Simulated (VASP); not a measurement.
# WS2: single point with PBE

Crystal: WS2.

```
CELL_PARAMETERS angstrom
3.04315 0.00000 0.00000
-1.52157 2.63544 0.00000
0.00000 0.00000 11.99143
ATOMIC_POSITIONS crystal
W 0.33333 0.66667 0.25000
W 0.66667 0.33333 0.75000
S 0.66667 0.33333 0.38334
S 0.66667 0.33333 0.11666
S 0.33333 0.66667 0.88334
S 0.33333 0.66667 0.61666
```

This cell differs from its parent crystal: strain -4.0%.

| Property | Result |
| --- | --- |
| Program | VASP 6.6.1 |
| Task | single point |
| Functional | PBE |
| Potentials or basis | VASP PAW PBE potentials, release 64 (W_sv, S) |
| Cutoff | 520 eV |
| k mesh | 12 × 12 × 2 |
| Occupations | fermi-dirac, width 0.02 eV |
| Spin | no spin polarisation |
| Dipole correction | no |
| Further INCAR settings | ALGO = Normal; EDIFF = 1e-07; NBANDS = 35 |

```json
{"Pressure": "15.8 GPa", "Largest force": "0.280 eV/Å", "Band gap on the k mesh": "0.84 eV, indirect (least direct gap 2.07 eV)"}
```

Forces on the atoms (eV/Å):
```
W    0.000  0.000  0.000
W    0.000  0.000  0.000
S    0.000  0.000  0.280
S    0.000  0.000 -0.280
S    0.000  0.000  0.280
S    0.000  0.000 -0.280
```

Stress tensor (GPa, compression positive):
```
18.81  0.00  0.00
 0.00 18.81  0.00
 0.00  0.00  9.92
```

Levels at points of the mesh, in eV from the valence-band top:
| k point | band 22 | band 23 | band 24 | band 25 | band 26 | band 27 | band 28 | band 29 | band 30 | band 31 |
| --- | --- | --- | --- | --- | --- | --- | --- | --- | --- | --- |
| (0.00, 0.00, 0.00) | -1.77 | -1.77 | -1.68 | -1.40 | 0.00 | 2.63 | 2.63 | 2.72 | 2.72 | 2.74 |
| (0.50, 0.00, 0.00) | -2.94 | -1.74 | -1.65 | -1.56 | -1.31 | 2.77 | 3.00 | 3.06 | 3.27 | 3.42 |
| (0.00, 0.00, 0.50) | -1.81 | -1.81 | -1.81 | -0.37 | -0.37 | 2.68 | 2.68 | 2.68 | 2.68 | 2.82 |
| (0.50, 0.00, 0.50) | -3.13 | -1.63 | -1.63 | -1.48 | -1.48 | 3.02 | 3.02 | 3.12 | 3.12 | 3.65 |

Wall time 71 s on 1 thread of Intel(R) Xeon(R) 6975P-C (Granite Rapids), on a shared host, peak memory 0.27 GiB.

Caveat: the cell differs from its parent crystal (strain -4.0%); spin-orbit coupling is left out, which moves the levels of the heavy elements. A k mesh can miss the band edges.
